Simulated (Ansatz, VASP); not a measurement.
## Two plane-wave programs on Nb

The input INCAR:

```
SYSTEM = Nb
PREC = Accurate
ENCUT = 600
EDIFF = 1E-7
ISMEAR = -1
SIGMA = 0.05
LREAL = .False.
LASPH = .True.
NELM = 60
ALGO = Fast
ISIF = 3
LWAVE = .False.
LCHARG = .False.
GGA = PS
IVDW = 12
IBRION = 2
NSW = 60
EDIFFG = -0.01
```

The input KPOINTS:

```
Automatic mesh
0
Gamma
  11 11 11
  0 0 0
```

The input POSCAR:

```
Nb
1.0
    0.0000000000      2.1150000000      2.1150000000
    2.1150000000      0.0000000000      2.1150000000
    2.1150000000      2.1150000000      0.0000000000
Nb
1
Direct
    0.0000000000      0.0000000000      0.0000000000
```

The input input.yaml:

```yaml
crystal:
  lattice:
    - [0.0, 2.115, 2.115]
    - [2.115, 0.0, 2.115]
    - [2.115, 2.115, 0.0]
  atoms:
    - { symbol: Nb, position: [0.0, 0.0, 0.0] }
hamiltonian:
  xc: pbesol
  pseudopotentials: { kind: paw }
  dispersion: d3bj
kpoints:
  mp_grid: { grid: [11, 11, 11] }
scf:
  occupations: { method: fermi_dirac, width: 0.05 }
output:
  forces: true
  stress: true
  eigenvalues: true
  write_density: true
  write_potential: true
  elf: true
  volumetric_format: npy
relax:
  f_tol: 0.01
  max_steps: 40
  cell: { stress_tol: 0.05 }
```

Alike in both runs: task relaxation of cell and atoms; functional PBEsol; dispersion D3(BJ); k mesh 11 × 11 × 11; occupations fermi-dirac, width 0.05 eV; no spin polarisation.

|  | VASP | Ansatz |
| --- | --- | --- |
| version | VASP 6.6.1 | Ansatz 0.2.0 |
| potentials or method | VASP PAW PBE potentials, release 64 (Nb_sv) | Ansatz PAW |
| plane-wave cutoff (eV) | 600 | 420 |
| valence electrons in the cell | 13 | 13 |

Ansatz gave:

| Property | Result |
| --- | --- |
| gap on the k mesh at the Fermi level, each at its own relaxed structure (eV) | none |
| relaxed volume (Å³/atom) | 17.40 |
| relaxed cell length with the largest relative difference (Å) | 2.909 |

Q: Which values does VASP return?

A: gap on the k mesh at the Fermi level, each at its own relaxed structure (eV): none; relaxed volume (Å³/atom): 17.37; relaxed cell length with the largest relative difference (Å): 2.907.

VASP's potentials were made for PBE, not for PBEsol. A gap of «none» marks a metal or a gap that the smearing closes.

Noted on Ansatz's run: the plane-wave basis is chosen anew once the cell has moved, so the energies of steps on either side of that aren't comparable.
